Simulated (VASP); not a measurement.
# MgH2 (Immm) in VASP: a series of runs

MgH2 is run at these levels: PBE; tasks: relaxation of shape and atoms at fixed volume, relaxation of cell and atoms.

Program: VASP 6.6.1. These are calculated values, not measurements. Logs are shortened: lines on timing, memory, paths and dates and some standing lists are left out, and cuts for length are marked.

**1. The cell of the first run**

The typed cell holds 3 atoms: a = 3.330 Å, b = 3.330 Å, c = 3.330 Å, α = 120.05°, β = 119.95°, γ = 90.00°.

**2. Relaxation of shape and atoms at fixed volume, PBE (8.70 Å³/atom)**

INCAR reads:

```
ALGO = Normal ; EDIFF = 1E-6
EDIFFG = -0.01 ; ENCUT = 600
GGA = PE ; IBRION = 2
ISIF = 4 ; ISMEAR = 0
LASPH = T ; LCHARG = F
LREAL = F ; LWAVE = F
NELM = 60 ; NSW = 50
PREC = Accurate ; SIGMA = 0.1
```

KPOINTS reads:

```
k-points
0
Gamma
  20 20 20
```

POSCAR reads:

```
MgH2
1.0
   -1.6636892397      1.6663780125      2.3547069536
    1.6636892397     -1.6663780125      2.3547069536
    1.6636892397      1.6663780125     -2.3547069536
Mg H
1 2
Direct
    0.5000000000      0.5000000000      0.0000000000
    0.2499155372      0.7499155372      0.5000000000
    0.7500844628      0.2500844628      0.5000000000
```

Potentials or basis: VASP PAW PBE potentials, release 64 (Mg, H).

The run is started by

```
$ cat potpaw_PBE.64/Mg/POTCAR potpaw_PBE.64/H/POTCAR > POTCAR
$ mpirun -np 1 vasp_std > vasp.out
```

OUTCAR:

```text
EDIFF = 1E-6
   EDIFFG = -0.01
   ENCUT = 600
   GGA = PE
   IBRION = 2
   ISIF = 4
   ISMEAR = 0
   LASPH = T
   LREAL = F
   NELM = 60
   NSW = 50
   PREC = Accurate

 ion  position               nearest neighbor table
   1  0.500  0.500  0.000-   3 2.04   2 2.04   3 2.04   2 2.04   2 2.04   2 2.04   3 2.04   3 2.04

   2  0.250  0.750  0.500-   1 2.04   1 2.04   1 2.04   1 2.04
   3  0.750  0.250  0.500-   1 2.04   1 2.04   1 2.04   1 2.04

  LATTYP: Found a body centered orthorhombic cell.
 ALAT       =     3.3273784794
 B/A-ratio  =     1.0016161509
 C/A-ratio  =     1.4153526376

  Lattice vectors:

 A1 = (  -1.6636892397,   1.6663780125,   2.3547069536)
 A2 = (   1.6636892397,  -1.6663780125,   2.3547069536)
 A3 = (   1.6636892397,   1.6663780125,  -2.3547069536)

Analysis of symmetry for initial positions (statically):
=====================================================================
 Subroutine PRICEL returns:
 Original cell was already a primitive cell.

 Routine SETGRP: Setting up the symmetry group for a
 body centered orthorhombic supercell.

 Subroutine GETGRP returns: Found  8 space group operations
 (whereof  8 operations were pure point group operations)
 out of a pool of  8 trial point group operations.

The static configuration has the point symmetry D_2h.

Analysis of symmetry for dynamics (positions and initial velocities):
=====================================================================
 Subroutine PRICEL returns:
 Original cell was already a primitive cell.

 Routine SETGRP: Setting up the symmetry group for a
 body centered orthorhombic supercell.

 Subroutine GETGRP returns: Found  8 space group operations
 (whereof  8 operations were pure point group operations)
 out of a pool of  8 trial point group operations.

The dynamic configuration has the point symmetry D_2h.

 Subroutine INISYM returns: Found  8 space group operations
 (whereof  8 operations are pure point group operations),
 and found     1 'primitive' translations

----------------------------------------------------------------------------------------

                                     Primitive cell

  volume of cell :      26.1121

  direct lattice vectors                    reciprocal lattice vectors
    -1.663689240  1.666378013  2.354706954     0.000000000  0.300051967  0.212340648
     1.663689240 -1.666378013  2.354706954     0.300536896  0.000000000  0.212340648
     1.663689240  1.666378013 -2.354706954     0.300536896  0.300051967  0.000000000

  length of vectors
     3.330063423  3.330063423  3.330063423     0.367586362  0.367982305  0.424680596

  position of ions in fractional coordinates (direct lattice)
     0.500000000  0.500000000  0.000000000
     0.249915537  0.749915537  0.500000000
     0.750084463  0.250084463  0.500000000

  ion indices of the primitive-cell ions
   primitive index   ion index
                 1           1
                 2           2
                 3           3

----------------------------------------------------------------------------------------

 KPOINTS: k-points

Automatic generation of k-mesh.
 Grid dimensions read from file:
 generate k-points for:   20   20   20

 Generating k-lattice:

  Cartesian coordinates                     Fractional coordinates (reciprocal lattice)
     0.000000000  0.015002598  0.010617032     0.050000000  0.000000000  0.000000000
     0.015026845  0.000000000  0.010617032     0.000000000  0.050000000 -0.000000000
     0.015026845  0.015002598  0.000000000     0.000000000 -0.000000000  0.050000000

  Length of vectors
     0.018379318  0.018399115  0.021234030

  Shift w.r.t. Gamma in fractional coordinates (k-lattice)
     0.000000000  0.000000000  0.000000000

 Subroutine IBZKPT returns following result:
 ===========================================

 Found   1166 irreducible k-points:

 Following reciprocal coordinates:
            Coordinates               Weight
  0.000000  0.000000  0.000000      1.000000
  0.050000 -0.000000  0.000000      4.000000
  0.100000 -0.000000  0.000000      4.000000
  0.150000  0.000000  0.000000      4.000000
  0.200000 -0.000000  0.000000      4.000000
  0.250000 -0.000000  0.000000      4.000000
[... 16 lines left out ...]
 -0.450000  0.050000  0.000000      8.000000
 -0.400000  0.050000  0.000000      8.000000
 [... further k-points ...]
   k-points           NKPTS =   1166   k-points in BZ     NKDIM =   1166   number of bands    NBANDS=      6
   number of dos      NEDOS =    301   number of ions     NIONS =      3
   total plane-waves  NPLWV =  21952
   dimension x,y,z NGX =    28 NGY =   28 NGZ =   28
   dimension x,y,z NGXF=    56 NGYF=   56 NGZF=   56
   ions per type =               1   2
   NGX,Y,Z   is equivalent  to a cutoff of  13.98, 13.98, 13.98 a.u.
   NGXF,Y,Z  is equivalent  to a cutoff of  27.96, 27.96, 27.96 a.u.
 SYSTEM =  unknown system
   PREC   = accura    normal or accurate (medium, high low for compatibility)
   ISTART =      0    job   : 0-new  1-cont  2-samecut
   ICHARG =      2    charge: 1-file 2-atom 10-const
   ISPIN  =      1    spin polarized calculation?
   LNONCOLLINEAR =      F non collinear calculations
   LSORBIT =      F    spin-orbit coupling
   LASPH  =      T    aspherical Exc in radial PAW
   ENCUT  =  600.0 eV  44.10 Ry    6.64 a.u.   6.65  6.65  6.65*2*pi/ulx,y,z
   NELM   =     60;   NELMIN=  2; NELMDL= -5     # of ELM steps
   EDIFF  = 0.1E-05   stopping-criterion for ELM
   LREAL  =      F    real-space projection
   EDIFFG = -.1E-01   stopping-criterion for IOM
   NSW    =     50    number of steps for IOM
   IBRION =      2    ionic relax: 0-MD 1-quasi-New 2-CG
   NFREE  =      1    steps in history (QN), initial steepest desc. (CG)
   ISIF   =      4    stress and relaxation
   ISYM   =      2    0-nonsym 1-usesym 2-fastsym
   POTIM  = 0.5000    time-step for ionic-motion
   TEBEG  =    0.0;   TEEND  =   0.0 temperature during run
   PSTRESS=    0.0 pullay stress
   NELECT =       4.0000    total number of electrons
   NUPDOWN=      -1.0000    fix difference up-down
   EMIN   =  10.00;   EMAX   =-10.00  energy-range for DOS
   EFERMI =   0.00;   METHOD = LEGACY
   ISMEAR =     0;   SIGMA  =   0.10  broadening in eV -4-tet -1-fermi 0-gaus
   EFERMI_NEDOS =   21; number of points for ismear=-14 and -15
   IALGO  =     38    algorithm
   IMIX   =      4    mixing-type and parameters
     AMIX     =   0.40;   BMIX     =  1.00
     AMIX_MAG =   1.60;   BMIX_MAG =  1.00
  volume/ion in A,a.u.               =       8.70        58.74
  Fermi-wavevector in a.u.,A,eV,Ry     =   0.875953  1.655310 10.439656  0.767293
  Thomas-Fermi vector in A             =   1.995695
   LORBIT       =      0    0 simple, 1 ext, 2 COOP (PROOUT), +10 PAW based schemes
   GGA     = PE    functional components
   LHFCALC =     F    Hartree Fock is set to
   AEXX    =    0.0000 exact exchange contribution
   IVDW    =     0    specifies the selected vdW correction
   LEPSILON=     F    determine dielectric tensor
   LRPA    =     F    only Hartree local field effects (RPA)
 conjugate gradient relaxation of ions
 non-spin polarized calculation
 Gauss-broadening in eV      SIGMA  =   0.10
  energy-cutoff  :      600.00
  volume of cell :       26.11
 maximum number of plane-waves:       897
   NGX = 13   NGY = 13   NGZ = 13

 number of electron       3.9999999 magnetization

 Free energy of the ion-electron system (eV)
  ---------------------------------------------------
  ext. energy  EPLUGINS =         0.00000000
  ---------------------------------------------------
  free energy    TOTEN  =        -8.49607419 eV

  energy without entropy =       -8.49515451  energy(sigma->0) =       -8.49561435

 E-fermi :   3.1769     XC(G=0):  -9.0560

 val. band max:        3.1598605418   @ k =   0.4500   0.4000   0.0000
 cond. band min:       3.1793691612   @ k =   0.1500   0.0000   0.0000
 fundamental gap:      0.0195086195
 Fermi energy:         3.1768812977

 k-point     1 :       0.0000    0.0000    0.0000
  band No.  band energies     occupation
      1      -7.0219      2.00000
      2       4.1251      0.00000
      3      12.5842      0.00000
      4      12.6018      0.00000
      5      12.6196      0.00000
      6      15.3442      0.00000

 k-point     2 :       0.0500   -0.0000    0.0000
  band No.  band energies     occupation
      1      -6.9751      2.00000
      2       4.0152      0.00000
      3      12.3172      0.00000
      4      12.5223      0.00000
      5      12.5455      0.00000
      6      15.5028      0.00000

 k-point     3 :       0.1000   -0.0000    0.0000
  band No.  band energies     occupation
      1      -6.8352      2.00000
      2       3.6927      0.00000
      3      11.7466      0.00000
      4      12.3463      0.00000
      5      12.3690      0.00000
      6      15.2622      0.00000

 k-point     4 :       0.1500    0.0000    0.0000
  band No.  band energies     occupation
      1      -6.6029      2.00000
      2       3.1794      0.97193
      3      11.1541      0.00000
      4      12.1459      0.00000
      5      12.1677      0.00000
      6      14.5556      0.00000

 k-point     5 :       0.2000   -0.0000    0.0000
  band No.  band energies     occupation
      1      -6.2801      2.00000
      2       2.5092      2.00000
      3      10.6511      0.00000
      4      11.9727      0.00000
      5      11.9934      0.00000
      6      13.8036      0.00000
[... 136 lines left out ...]
 k-point    21 :       0.4500    0.0500    0.0000
  band No.  band energies     occupation
      1      -3.1303      2.00000
      2      -2.0507      2.00000
      3       9.4883      0.00000
      4      10.3730      0.00000
      5      11.8686      0.00000
      6      12.0704      0.00000

 k-point    22 :       0.5000    0.0500    0.0000
  band No.  band energies     occupation
      1      -2.8722      2.00000
      2      -2.3252      2.00000
      3       9.5989      0.00000
      4      10.2202      0.00000
      5      11.5443      0.00000
      6      12.3811      0.00000

 k-point    23 :      -0.4500    0.0500    0.0000
  band No.  band energies     occupation
      1      -3.6327      2.00000
      2      -1.4810      2.00000
      3       9.5926      0.00000
      4      10.3986      0.00000
      5      11.3058      0.00000
      6      12.7735      0.00000

 k-point    24 :      -0.4000    0.0500    0.0000
  band No.  band energies     occupation
      1      -4.3313      2.00000
      2      -0.6041      2.00000
      3       9.5703      0.00000
      4      10.8078      0.00000
      5      11.1528      0.00000
      6      13.0413      0.00000

 [... further k-points ...]
[... 5 lines left out ...]
  --------------------------------------------------------------------------------------
  -------------------------------------------------------------------------------------
  Total        0.2646702      0.2599950      0.2623781      0.0000000      0.0000000      0.0000000
  in kB       16.2395161     15.9526563     16.0988784      0.0000000      0.0000000      0.0000000
  external PRESSURE =      16.0970169 kB  Pullay stress =       0.0000000 kB

 VOLUME and BASIS-vectors are now :
 -----------------------------------------------------------------------------
  energy-cutoff  :      600.00
  volume of cell :       26.11
      direct lattice vectors                 reciprocal lattice vectors
    -1.663689240  1.666378013  2.354706954     0.000000000  0.300051967  0.212340648
     1.663689240 -1.666378013  2.354706954     0.300536896  0.000000000  0.212340648
     1.663689240  1.666378013 -2.354706954     0.300536896  0.300051967  0.000000000

 POSITION                                       TOTAL-FORCE (eV/Angst)
 -----------------------------------------------------------------------------------
      0.00000      0.00000      2.35471         0.000000      0.000000      0.000000
      1.66369      0.00000      1.17696         0.000000      0.000000      0.000097
      0.00000      1.66638      1.17775        -0.000000     -0.000000     -0.000097
 -----------------------------------------------------------------------------------
    total drift:                                0.000000      0.000000      0.000000

  FREE ENERGIE OF THE ION-ELECTRON SYSTEM (eV)
  ---------------------------------------------------
  free  energy   TOTEN  =        -8.4960741857 eV

  energy  without entropy=       -8.4951545105  energy(sigma->0) =       -8.49561435

 reached required accuracy - stopping structural energy minimisation
```

Wall time 5.3 min (1 thread of Intel Xeon 8259CL, shared host); peak memory 0.43 GiB.

Results:

```yaml
Free_energy: -8.4961 eV
Pressure_after_relaxing: 1.6 GPa
Band_gap_on_the_k_mesh: zero (bands 2 and 3 overlap by 1.35 eV)
```

Final structure:
```
CELL_PARAMETERS angstrom
-1.66369 1.66638 2.35471
1.66369 -1.66638 2.35471
1.66369 1.66638 -2.35471
ATOMIC_POSITIONS crystal
Mg 0.50000 0.50000 0.00000
H 0.24992 0.74992 0.50000
H 0.75008 0.25008 0.50000
```

Levels at points of the mesh, in eV from the Fermi level:
```csv
k point,band 1,band 2,band 3,band 4,band 5,band 6
"(0.00, 0.00, 0.00)",-10.20,0.95,9.41,9.42,9.44,12.17
"(0.50, 0.00, 0.00)",-5.85,-5.77,6.88,7.50,9.11,9.13
"(0.00, 0.50, 0.00)",-5.84,-5.76,6.87,7.49,9.10,9.11
"(0.50, 0.50, 0.00)",-5.85,-2.42,-0.41,4.78,4.78,8.12
"(0.50, 0.50, 0.50)",-5.85,-2.42,-0.41,4.76,4.80,8.12
```

**3. Relaxation of cell and atoms, PBE**

This run uses another cell than the first one, of 8.96 Å³/atom.

INCAR reads:

```
PREC = Accurate
ENCUT = 600
EDIFF = 1E-6
ISMEAR = 0
SIGMA = 0.1
LREAL = F
LASPH = T
NELM = 80
ALGO = Normal
ISIF = 3
LWAVE = F
LCHARG = F
GGA = PE
IBRION = 2
NSW = 100
EDIFFG = -0.01
```

KPOINTS reads:

```
regular mesh
0
Gamma
  20 20 20
```

POSCAR reads:

```
MgH2
1.0
   -1.6657876729      1.6958416285      2.3787852496
    1.6657876729     -1.6958416285      2.3787852496
    1.6657876729      1.6958416285     -2.3787852496
Mg H
1 2
Direct
    0.5000000000      0.5000000000      0.0000000000
    0.2491537510      0.7491537510      0.5000000000
    0.7508462490      0.2508462490      0.5000000000
```

Potentials or basis: VASP PAW PBE potentials, release 64 (Mg, H).

The run is started by

```
$ cat potpaw_PBE.64/Mg/POTCAR potpaw_PBE.64/H/POTCAR > POTCAR
$ mpirun -np 1 vasp_std > vasp.out
```

Wall time 8 min (1 thread of Intel Xeon 8259CL, shared host); peak memory 0.44 GiB.

It converged, with:

```
Free energy                           : -8.4994 eV
Relaxed volume                        : 8.92 Å³/atom
Relaxed cell                          : a = 3.358 Å, b = 3.358 Å, c = 3.358 Å, α = 120.53°, β = 119.47°, γ = 90.00°
Space group after relaxing (to 0.1 Å) : Fm-3m (No. 225)
Energy gained by relaxing             : 0.0 meV/atom
Ionic steps                           : 3
Pressure after relaxing               : 0.1 GPa
Band gap on the k mesh                : zero (bands 2 and 3 overlap by 1.29 eV)
```

Stress tensor (GPa, compression positive):
```
 0.17  0.00  0.00
 0.00 -0.05  0.00
 0.00  0.00  0.05
```

Final structure:
```
Mg H
1.0
    -1.66523    1.69232    2.37415
     1.66523   -1.69232    2.37415
     1.66523    1.69232   -2.37415
Mg H
1 2
Direct
  0.50000 0.50000 0.00000
  0.24923 0.74923 0.50000
  0.75077 0.25077 0.50000
```

Levels at points of the mesh, in eV from the Fermi level:
```tsv
k point	band 1	band 2	band 3	band 4	band 5	band 6
(0.00, 0.00, 0.00)	-10.04	0.90	9.16	9.33	9.50	11.74
(0.50, 0.00, 0.00)	-5.80	-5.70	6.85	7.33	9.02	9.18
(0.00, 0.50, 0.00)	-5.72	-5.63	6.73	7.23	8.88	9.02
(0.50, 0.50, 0.00)	-5.77	-2.39	-0.39	4.71	4.71	7.96
(0.50, 0.50, 0.50)	-5.77	-2.39	-0.39	4.51	4.91	7.97
```
